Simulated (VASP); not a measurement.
Wanted: the native input for a VASP 6.6.1 run.

- Task: single point
- Functional: LDA
- Potentials or basis: VASP PAW LDA potentials, release 64 (Ir)
- Cutoff: 500 eV
- k mesh: 9 × 9 × 4
- Occupations: gaussian, width 0.1 eV
- Spin: no spin polarisation
- Dipole correction: no
- Further INCAR settings: ALGO = Normal; EDIFF = 1e-06; NBANDS = 16

The structure of Ir lies in POSCAR:

```
Ir
1.0
    2.7513778946      0.0000000000      0.0000000000
   -1.3756889473      2.3827631521      0.0000000000
    0.0000000000      0.0000000000      4.4622900000
Ir
2
Direct
    0.6666666700      0.3333333300      0.7500000000
    0.3333333300      0.6666666700      0.2500000000
```

The input as run:

INCAR

```
SYSTEM = Ir
ALGO = Normal ; EDIFF = 1E-6
ENCUT = 500 ; GGA = CA
GGA_COMPAT = .False. ; ISIF = 2
ISMEAR = 0 ; LASPH = .True.
LCHARG = .False. ; LREAL = .False.
LWAVE = .False. ; NBANDS = 16
NELM = 120 ; PREC = Accurate
SIGMA = 0.1
```

KPOINTS

```
k-points
0
Gamma
  9 9 4
  0 0 0
```

Potentials or basis: VASP PAW LDA potentials, release 64 (Ir).

Command:

```bash
$ cat potpaw_LDA.64/Ir/POTCAR > POTCAR
$ mpirun -np 1 vasp_std > vasp.out
```

It gave:

The pressure is -16.5 GPa and the band gap on the k mesh is zero (band 9 reaches 10.71 eV, above the bottom of band 10 at 7.81 eV).

Caveat: spin-orbit coupling is left out, which moves the levels of the heavy elements.

Wall time 16 s on 1 thread of Intel Xeon 8259CL, with other jobs on the host, peak memory 0.14 GiB.
